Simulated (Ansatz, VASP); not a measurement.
# One calculation of F, two programs

```
F
1.0
     2.01233    0.00000    0.00000
     0.00000    2.01233    0.00000
     0.00000    0.00000    2.01233
F
1
Direct
  0.00000 0.00000 0.00000
```

Change from the starting cell: volume scaled by 0.9, LAPW.

Alike in both runs: task single point; functional LDA; k mesh 17 × 17 × 17; occupations fermi-dirac, width 0.08 eV; no spin polarisation.

|  | VASP | Ansatz |
| --- | --- | --- |
| version | VASP 6.6.1 | Ansatz 0.2.0 |
| potentials or method | VASP PAW LDA potentials, release 64 (F), cutoff 520 eV | all-electron LAPW, scalar-relativistic |

Ansatz gave:

| Item | Value |
| --- | --- |
| pressure (GPa) | 14.6 |

Problem. What did VASP give for the same quantities?

Solution. Pressure (GPa): 14.0.

LDA's correlation is that of Perdew and Zunger in VASP and of Perdew and Wang (1992) in Ansatz. Ansatz ran all-electron here, and VASP with PAW potentials.
